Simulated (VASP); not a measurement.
# Mg (Im-3m) in VASP: notebook

Mg is run at these levels: PBEsol; tasks: relaxation of cell and atoms.

All numbers are computed with VASP 6.6.1; they aren't measurements. Logs are shortened: lines on timing, memory, paths and dates and some standing lists are left out, and cuts for length are marked.

## (1) The cell of the first run

The structure is cubic, space group Im-3m (No. 229). The conventional cell has a = 3.126 Å, b = 3.126 Å, c = 3.126 Å, α = 90.00°, β = 90.00°, γ = 90.00°. Within 3.6 Å of Mg (site symmetry m-3m) lie 14 Mg at 2.71 to 3.13 Å.

This isn't the form of Mg at room conditions, which is hcp.

## (2) Relaxation of cell and atoms, PBEsol, target pressure 12 GPa, at which the enthalpy is minimised

The input, INCAR:

```
PREC     = Accurate       # precision mode
ENCUT    = 600            # plane-wave cutoff, eV
EDIFF    = 1E-6           # SCF threshold, eV
ISMEAR   = 0              # smearing method
SIGMA    = 0.1            # smearing width, eV
LREAL    = F              # projectors in reciprocal space
LASPH    = T              # aspherical terms in the spheres
NELM     = 100            # most SCF steps
ALGO     = Normal         # electronic algorithm
ISIF     = 3              # what is computed and relaxed
LWAVE    = F              # write WAVECAR
LCHARG   = F              # write CHGCAR
GGA      = PS             # functional
IBRION   = 2              # ionic algorithm
NSW      = 70             # ionic steps
EDIFFG   = -0.004         # ionic threshold
PSTRESS  = 120.0
```

The input, KPOINTS:

```
regular mesh
0
Gamma
  20 20 20
```

The input, POSCAR:

```
Mg
1.0
   -1.5631337395      1.5631337395      1.5631337395
    1.5631337395     -1.5631337395      1.5631337395
    1.5631337395      1.5631337395     -1.5631337395
Mg
1
Direct
    0.0000000000      0.0000000000      0.0000000000
```

Potentials or basis: VASP PAW PBE potentials, release 64 (Mg).

The run is started by

```
$ cat potpaw_PBE.64/Mg/POTCAR > POTCAR
$ mpirun -np 1 vasp_std > vasp.out
```

OUTCAR:

```text
PREC = Accurate
   ENCUT = 600
   EDIFF = 1E-6
   ISMEAR = 0
   LREAL = F
   LASPH = T
   NELM = 100
   ISIF = 3
   GGA = PS
   IBRION = 2
   NSW = 70
   EDIFFG = -0.004
   PSTRESS = 120.0

 ion  position               nearest neighbor table
   1  0.000  0.000  0.000-

  LATTYP: Found a body centered cubic cell.
 ALAT       =     3.1262674790

  Lattice vectors:

 A1 = (  -1.5631337395,   1.5631337395,   1.5631337395)
 A2 = (   1.5631337395,  -1.5631337395,   1.5631337395)
 A3 = (   1.5631337395,   1.5631337395,  -1.5631337395)

Analysis of symmetry for initial positions (statically):
=====================================================================
 Subroutine PRICEL returns:
 Original cell was already a primitive cell.

 Routine SETGRP: Setting up the symmetry group for a
 body centered cubic supercell.

 Subroutine GETGRP returns: Found 48 space group operations
 (whereof 48 operations were pure point group operations)
 out of a pool of 48 trial point group operations.

The static configuration has the point symmetry O_h .

Analysis of symmetry for dynamics (positions and initial velocities):
=====================================================================
 Subroutine PRICEL returns:
 Original cell was already a primitive cell.

 Routine SETGRP: Setting up the symmetry group for a
 body centered cubic supercell.

 Subroutine GETGRP returns: Found 48 space group operations
 (whereof 48 operations were pure point group operations)
 out of a pool of 48 trial point group operations.

The dynamic configuration has the point symmetry O_h .

 Subroutine INISYM returns: Found 48 space group operations
 (whereof 48 operations are pure point group operations),
 and found     1 'primitive' translations

----------------------------------------------------------------------------------------

                                     Primitive cell

  volume of cell :      15.2774

  direct lattice vectors                    reciprocal lattice vectors
    -1.563133740  1.563133740  1.563133740     0.000000000  0.319870263  0.319870263
     1.563133740 -1.563133740  1.563133740     0.319870263  0.000000000  0.319870263
     1.563133740  1.563133740 -1.563133740     0.319870263  0.319870263  0.000000000

  length of vectors
     2.707427056  2.707427056  2.707427056     0.452364864  0.452364864  0.452364864

  position of ions in fractional coordinates (direct lattice)
     0.000000000  0.000000000  0.000000000

  ion indices of the primitive-cell ions
   primitive index   ion index
                 1           1

----------------------------------------------------------------------------------------

 KPOINTS: regular mesh

Automatic generation of k-mesh.
 Grid dimensions read from file:
 generate k-points for:   20   20   20

 Generating k-lattice:

  Cartesian coordinates                     Fractional coordinates (reciprocal lattice)
     0.000000000  0.015993513  0.015993513     0.050000000  0.000000000  0.000000000
     0.015993513  0.000000000  0.015993513     0.000000000  0.050000000  0.000000000
     0.015993513  0.015993513  0.000000000     0.000000000  0.000000000  0.050000000

  Length of vectors
     0.022618243  0.022618243  0.022618243

  Shift w.r.t. Gamma in fractional coordinates (k-lattice)
     0.000000000  0.000000000  0.000000000

 Subroutine IBZKPT returns following result:
 ===========================================

 Found    256 irreducible k-points:

 Following reciprocal coordinates:
            Coordinates               Weight
  0.000000  0.000000  0.000000      1.000000
  0.050000  0.000000  0.000000     12.000000
  0.100000  0.000000  0.000000     12.000000
  0.150000  0.000000  0.000000     12.000000
  0.200000  0.000000  0.000000     12.000000
  0.250000  0.000000  0.000000     12.000000
[... 16 lines left out ...]
  0.200000  0.100000  0.000000     48.000000
  0.250000  0.100000  0.000000     48.000000
 [... further k-points ...]
   k-points           NKPTS =    256   k-points in BZ     NKDIM =    256   number of bands    NBANDS=      5
[... 40 lines left out ...]

 Free energy of the ion-electron system (eV)
  ---------------------------------------------------
  ext. energy  EPLUGINS =         0.00000000
  ---------------------------------------------------
  free energy    TOTEN  =        -1.20139812 eV

  energy without entropy =       -1.20048019  energy(sigma->0) =       -1.20093916

 E-fermi :   5.2062     XC(G=0):  -9.9223

 val. band max:        5.1540855499   @ k =   0.3000   0.2000   0.2000
 cond. band min:       5.2207722452   @ k =   0.3000   0.2500   0.1500
 fundamental gap:      0.0666866953
 Fermi energy:         5.2062127623

 k-point     1 :       0.0000    0.0000    0.0000
  band No.  band energies     occupation
      1      -3.7618      2.00000
      2      21.1305      0.00000
      3      21.1305      0.00000
      4      21.1305      0.00000
      5      23.6519      0.00000

 k-point     2 :       0.0500    0.0000    0.0000
  band No.  band energies     occupation
      1      -3.6842      2.00000
      2      20.3609      0.00000
      3      20.6945      0.00000
      4      20.9829      0.00000
      5      22.8390      0.00000
[... 169 lines left out ...]
 k-point    24 :       0.2500    0.1000    0.0000
  band No.  band energies     occupation
      1      -0.8089      2.00000
      2      10.3920      0.00000
      3      14.4475      0.00000
      4      18.2196      0.00000
      5      20.3851      0.00000

 [... further k-points ...]

------------------------ aborting loop because EDIFF is reached ----------------------------------------

  FORCE on cell =-STRESS in cart. coord.  units (eV):
  Direction    XX          YY          ZZ          XY          YZ          ZX
  --------------------------------------------------------------------------------------
  -------------------------------------------------------------------------------------
  Total        2.9086930      2.9086930      2.9086930      0.0000000      0.0000000     -0.0000000
  in kB      305.0422993    305.0422993    305.0422993      0.0000000      0.0000000     -0.0000000
  external PRESSURE =     185.0422993 kB  Pullay stress =     120.0000000 kB
[... 170 lines left out ...]
  enthalpy is  TOTEN    =        -0.2033843258 eV   P V=        1.3589092161

--------------------------------------- Ionic step        6  -------------------------------------------

 number of electron       2.0000000 magnetization

 Free energy of the ion-electron system (eV)
  ---------------------------------------------------
  ext. energy  EPLUGINS =         0.00000000
  ---------------------------------------------------
  free energy    TOTEN  =        -1.56300928 eV

  energy without entropy =       -1.56176465  energy(sigma->0) =       -1.56238696

 E-fermi :   4.0328     XC(G=0):  -9.3076

 val. band max:        4.0229248156   @ k =   0.4500   0.0000   0.0000
 cond. band min:       4.0641917032   @ k =   0.3000   0.2000   0.2000
 fundamental gap:      0.0412668876
 Fermi energy:         4.0328110663

 k-point     1 :       0.0000    0.0000    0.0000
  band No.  band energies     occupation
      1      -4.0643      2.00000
      2      18.6169      0.00000
      3      18.6169      0.00000
      4      18.6169      0.00000
      5      20.9115      0.00000

 k-point     2 :       0.0500    0.0000    0.0000
  band No.  band energies     occupation
      1      -3.9954      2.00000
      2      17.8785      0.00000
      3      18.2348      0.00000
      4      18.4129      0.00000
      5      20.1834      0.00000
[... 169 lines left out ...]
 k-point    24 :       0.2500    0.1000    0.0000
  band No.  band energies     occupation
      1      -1.4227      2.00000
      2       8.7662      0.00000
      3      12.4565      0.00000
      4      15.4494      0.00000
      5      17.7735      0.00000

 [... further k-points ...]

------------------------ aborting loop because EDIFF is reached ----------------------------------------

  FORCE on cell =-STRESS in cart. coord.  units (eV):
  Direction    XX          YY          ZZ          XY          YZ          ZX
  --------------------------------------------------------------------------------------
  -------------------------------------------------------------------------------------
  Total        1.3596790      1.3596790      1.3596790      0.0000000     -0.0000000     -0.0000000
  in kB      120.0048941    120.0048941    120.0048941      0.0000000     -0.0000000     -0.0000000
  external PRESSURE =       0.0048941 kB  Pullay stress =     120.0000000 kB
[... 16 lines left out ...]
  FREE ENERGIE OF THE ION-ELECTRON SYSTEM (eV)
  ---------------------------------------------------
  free  energy   TOTEN  =        -1.5630092782 eV

  energy  without entropy=       -1.5617646486  energy(sigma->0) =       -1.56238696

  enthalpy is  TOTEN    =        -0.2033857568 eV   P V=        1.3596235214

 reached required accuracy - stopping structural energy minimisation
```

It took 37 s on 1 thread of Intel Xeon 8259CL, shared host; peak memory 0.17 GiB.

Results:

* Free energy: -1.5630 eV
* Relaxed volume: 18.15 Å³/atom
* Relaxed cell: a = 2.868 Å, b = 2.868 Å, c = 2.868 Å, α = 109.47°, β = 109.47°, γ = 109.47°
* Space group after relaxing (to 0.1 Å): Im-3m (No. 229)
* Energy change on relaxing (the run minimises the enthalpy): -361.6 meV/atom
* Ionic steps: 6
* Pressure after relaxing: 12.0 GPa
* Band gap on the k mesh: zero (bands 1 and 2 overlap by 4.92 eV)

Step by step:
```tsv
step	energy change (eV)	largest force (eV/Å)	pressure (GPa)	volume (Å³)
1	0.0000	0.0000	30.50	15.28
2	-0.4408	0.0000	6.83	19.52
3	-0.3603	0.0000	12.08	18.14
4	-0.3648	0.0000	11.81	18.20
5	-0.3609	0.0000	12.04	18.14
6	-0.3616	0.0000	12.00	18.15
```

Final structure:
```yaml
crystal:
  lattice:
    - [-1.65563, 1.65563, 1.65563]
    - [1.65563, -1.65563, 1.65563]
    - [1.65563, 1.65563, -1.65563]
  atoms:
    - { symbol: Mg, position: [0.00000, 0.00000, 0.00000] }
```

Levels at points of the mesh, in eV from the Fermi level:
| k point | band 1 | band 2 | band 3 | band 4 | band 5 |
| --- | --- | --- | --- | --- | --- |
| (0.00, 0.00, 0.00) | -8.10 | 14.58 | 14.58 | 14.58 | 16.88 |
| (0.50, 0.00, 0.00) | -1.91 | -0.96 | 9.41 | 11.25 | 11.77 |
| (0.50, 0.50, 0.50) | 3.97 | 3.97 | 4.55 | 4.55 | 4.55 |

Caveat: the cell is relaxed towards a set pressure, so the run minimises the enthalpy, not the energy; the volume moved by over 15 % at a fixed basis, so the end points are rough; the PAW data sets were made with another functional, which shifts forces and pressure a little.

## (3) Relaxation of cell and atoms, PBEsol, target pressure 12 GPa, at which the enthalpy is minimised

This run uses another cell than the first one, of 18.13 Å³/atom.

The input, INCAR:

```
ALGO = Normal
EDIFF = 1E-6
EDIFFG = -0.004
ENCUT = 600
GGA = PS
IBRION = 2
ISIF = 3
ISMEAR = 0
LASPH = True
LCHARG = False
LREAL = False
LWAVE = False
NELM = 80
NSW = 70
PREC = Accurate
PSTRESS = 120.0
SIGMA = 0.1
```

The input, KPOINTS:

```
k-points
0
Gamma
  20 20 20
```

The input, POSCAR:

```
Mg
1.0
   -1.6548767759      1.6548767759      1.6548767759
    1.6548767759     -1.6548767759      1.6548767759
    1.6548767759      1.6548767759     -1.6548767759
Mg
1
Direct
    0.0000000000      0.0000000000      0.0000000000
```

Potentials or basis: VASP PAW PBE potentials, release 64 (Mg).

The run is started by

```
$ cat potpaw_PBE.64/Mg/POTCAR > POTCAR
$ mpirun -np 1 vasp_std > vasp.out
```

Wall time 16 s (1 thread of Intel Xeon 8259CL, shared host); peak memory 0.17 GiB.

Results (log left out):

* Free energy: -1.5637 eV
* Relaxed volume: 18.16 Å³/atom
* Relaxed cell: a = 2.868 Å, b = 2.868 Å, c = 2.868 Å, α = 109.47°, β = 109.47°, γ = 109.47°
* Space group after relaxing (to 0.1 Å): Im-3m (No. 229)
* Energy change on relaxing (the run minimises the enthalpy): -2.5 meV/atom
* Ionic steps: 2
* Pressure after relaxing: 12.0 GPa
* Band gap on the k mesh: zero (bands 1 and 2 overlap by 4.92 eV)

Step by step:
```
step  energy change (eV)  largest force (eV/Å)  pressure (GPa)  volume (Å³)
   1              0.0000                0.0000           12.11        18.13
   2             -0.0025                0.0000           11.97        18.16
```

Final structure:
```
Mg
1.0
    -1.65588    1.65588    1.65588
     1.65588   -1.65588    1.65588
     1.65588    1.65588   -1.65588
Mg
1
Direct
  0.00000 0.00000 0.00000
```

Levels at points of the mesh, in eV from the Fermi level:
| k point | band 1 | band 2 | band 3 | band 4 |
| --- | --- | --- | --- | --- |
| (0.00, 0.00, 0.00) | -8.09 | 14.58 | 14.58 | 14.58 |
| (0.50, 0.00, 0.00) | -1.91 | -0.96 | 9.41 | 11.25 |
| (0.50, 0.50, 0.50) | 3.97 | 3.97 | 4.55 | 4.55 |

Caveat: the cell is relaxed towards a set pressure, so the run minimises the enthalpy, not the energy; the PAW data sets were made with another functional, which shifts forces and pressure a little.

## (4) Relaxation of cell and atoms, PBEsol, target pressure 1e-06 GPa, at which the enthalpy is minimised

This run uses another cell than the first one, of 18.13 Å³/atom.

The input, INCAR:

```
SYSTEM = Mg
  PREC = Accurate
  ENCUT = 600
  EDIFF = 1E-7
  ISMEAR = 0
  SIGMA = 0.1
  LREAL = .False.
  LASPH = .True.
  NELM = 60
  ALGO = Normal
  ISIF = 3
  LWAVE = .False.
  LCHARG = .False.
  GGA = PS
  IBRION = 2
  NSW = 70
  EDIFFG = -0.004
  PSTRESS = 9.999999999999999e-06
```

The input, KPOINTS:

```
regular mesh
0
Gamma
  20 20 20
  0 0 0
```

POSCAR is that of step 3.

The run is started by

```
$ cat potpaw_PBE.64/Mg/POTCAR > POTCAR
$ mpirun -np 1 vasp_std > vasp.out
```

It took 75 s on 1 thread of Intel Xeon 8259CL, shared host; peak memory 0.17 GiB.

Results (log left out):

| Item | Value |
| --- | --- |
| Free energy | -1.6975 eV |
| Relaxed volume | 22.42 Å³/atom |
| Relaxed cell | a = 3.076 Å, b = 3.076 Å, c = 3.076 Å, α = 109.47°, β = 109.47°, γ = 109.47° |
| Space group after relaxing (to 0.1 Å) | Im-3m (No. 229) |
| Energy change on relaxing (the run minimises the enthalpy) | -136.3 meV/atom |
| Ionic steps | 18 |
| Pressure after relaxing | 0.0 GPa |
| Band gap on the k mesh | zero (bands 1 and 2 overlap by 4.83 eV) |

The path:
| step | energy change (eV) | largest force (eV/Å) | pressure (GPa) | volume (Å³) |
| --- | --- | --- | --- | --- |
| 1 | 0.0000 | 0.0000 | 12.11 | 18.13 |
| 2 | -0.1351 | 0.0000 | 0.81 | 21.97 |
| 3 | -0.1362 | 0.0000 | -0.11 | 22.50 |
| 4 | -0.1363 | 0.0000 | 0.04 | 22.41 |
| 5 | -0.1363 | 0.0000 | 0.04 | 22.41 |
| 6 | -0.1363 | 0.0000 | 0.04 | 22.41 |
| 7 | -0.1363 | 0.0000 | 0.04 | 22.41 |
| 8 | -0.1363 | 0.0000 | 0.04 | 22.41 |
| 9 | -0.1363 | 0.0000 | 0.04 | 22.41 |
| 10 | -0.1363 | 0.0000 | 0.04 | 22.41 |
| 11 | -0.1363 | 0.0000 | 0.04 | 22.41 |
| 12 | -0.1363 | 0.0000 | 0.04 | 22.41 |
| 13 | -0.1363 | 0.0000 | 0.04 | 22.41 |
| 14 | -0.1363 | 0.0000 | 0.04 | 22.41 |
| 15 | -0.1363 | 0.0000 | 0.04 | 22.41 |
| 16 | -0.1363 | 0.0000 | 0.03 | 22.41 |
| 17 | -0.1363 | 0.0000 | 0.03 | 22.41 |
| 18 | -0.1363 | 0.0000 | 0.03 | 22.42 |

Final structure:
```
Mg
1.0
    -1.77621    1.77621    1.77621
     1.77621   -1.77621    1.77621
     1.77621    1.77621   -1.77621
Mg
1
Direct
  0.00000 0.00000 0.00000
```

Levels at points of the mesh, in eV from the Fermi level:
```
           k point  band 1  band 2  band 3  band 4  band 5
(0.00, 0.00, 0.00)   -7.09   13.12   13.12   13.12   15.17
(0.50, 0.00, 0.00)   -1.56   -0.95    8.66    9.46   10.31
(0.50, 0.50, 0.50)    3.88    3.88    3.88    3.97    3.97
```

Caveat: the cell is relaxed towards a set pressure, so the run minimises the enthalpy, not the energy; the volume moved by over 15 % at a fixed basis, so the end points are rough; the PAW data sets were made with another functional, which shifts forces and pressure a little.

## (5) Relaxation of cell and atoms, PBEsol, target pressure 1e-06 GPa, at which the enthalpy is minimised

This run uses another cell than the first one, of 22.46 Å³/atom.

The input, INCAR:

```
SYSTEM = Mg
ALGO = Normal
EDIFF = 1E-6
EDIFFG = -0.004
ENCUT = 600
GGA = PS
IBRION = 2
ISIF = 3
ISMEAR = 0
LASPH = .True.
LCHARG = .False.
LREAL = .False.
LWAVE = .False.
NELM = 60
NSW = 70
PREC = Accurate
PSTRESS = 9.999999999999999e-06
SIGMA = 0.1
```

The input, KPOINTS:

```
k-points
0
Gamma
  20 20 20
  0 0 0
```

The input, POSCAR:

```
Mg
1.0
   -1.7774002346      1.7774002346      1.7774002346
    1.7774002346     -1.7774002346      1.7774002346
    1.7774002346      1.7774002346     -1.7774002346
Mg
1
Direct
    0.0000000000      0.0000000000      0.0000000000
```

The run is started by

```
$ cat potpaw_PBE.64/Mg/POTCAR > POTCAR
$ mpirun -np 1 vasp_std > vasp.out
```

It took 34 s on 1 thread of Intel Xeon 8259CL, shared host; peak memory 0.19 GiB.

Results (log left out):

```
Free energy                                                : -1.6976 eV
Relaxed volume                                             : 22.44 Å³/atom
Relaxed cell                                               : a = 3.078 Å, b = 3.078 Å, c = 3.078 Å, α = 109.47°, β = 109.47°, γ = 109.47°
Space group after relaxing (to 0.1 Å)                      : Im-3m (No. 229)
Energy change on relaxing (the run minimises the enthalpy) : -0.0 meV/atom
Ionic steps                                                : 2
Pressure after relaxing                                    : 0.0 GPa
Band gap on the k mesh                                     : zero (bands 1 and 2 overlap by 4.82 eV)
```

Final structure:
```cif
data_structure
_symmetry_space_group_name_H-M 'P 1'
_symmetry_Int_Tables_number 1
_cell_length_a 3.0775
_cell_length_b 3.0775
_cell_length_c 3.0775
_cell_angle_alpha 109.471
_cell_angle_beta 109.471
_cell_angle_gamma 109.471
_cell_volume 22.44
loop_
_atom_site_label
_atom_site_type_symbol
_atom_site_fract_x
_atom_site_fract_y
_atom_site_fract_z
_atom_site_occupancy
Mg1 Mg 0.00000 0.00000 0.00000 1
```

Levels at points of the mesh, in eV from the Fermi level:
| k point | band 1 | band 2 | band 3 | band 4 | band 5 |
| --- | --- | --- | --- | --- | --- |
| (0.00, 0.00, 0.00) | -7.08 | 13.11 | 13.11 | 13.11 | 15.16 |
| (0.50, 0.00, 0.00) | -1.56 | -0.95 | 8.66 | 9.45 | 10.30 |
| (0.50, 0.50, 0.50) | 3.88 | 3.88 | 3.88 | 3.97 | 3.97 |

Caveat: the cell is relaxed towards a set pressure, so the run minimises the enthalpy, not the energy; the PAW data sets were made with another functional, which shifts forces and pressure a little.

## (6) Overview

```csv
cell,gap on the mesh (eV),pressure (GPa)
"relaxed to 12 GPa from a = 2.707 Å, angles 109.5°, 1 atom",none,12.0
"relaxed to 12 GPa from a = 2.866 Å, angles 109.5°, 1 atom",none,12.0
"relaxed to 1e-06 GPa from a = 2.866 Å, angles 109.5°, 1 atom",none,0.0
"relaxed to 1e-06 GPa from a = 3.079 Å, angles 109.5°, 1 atom",none,0.0
```

Alike in all rows: task relaxation of cell and atoms; level PBEsol; potentials or basis VASP PAW PBE potentials, release 64 (Mg); no spin polarisation; k mesh 20 × 20 × 20; cutoff (eV) 600; smearing gaussian 0.1 eV.

Caveats: the cell is relaxed towards a set pressure, so the run minimises the enthalpy, not the energy; the PAW data sets were made with another functional, which shifts forces and pressure a little; the volume moved by over 15 % at a fixed basis, so the end points are rough (at least some runs).

Total energies depend on the potentials used, so only differences within one code and one set of settings carry meaning.

The gap in the log of VASP goes by the Fermi energy; the results here count the filled bands.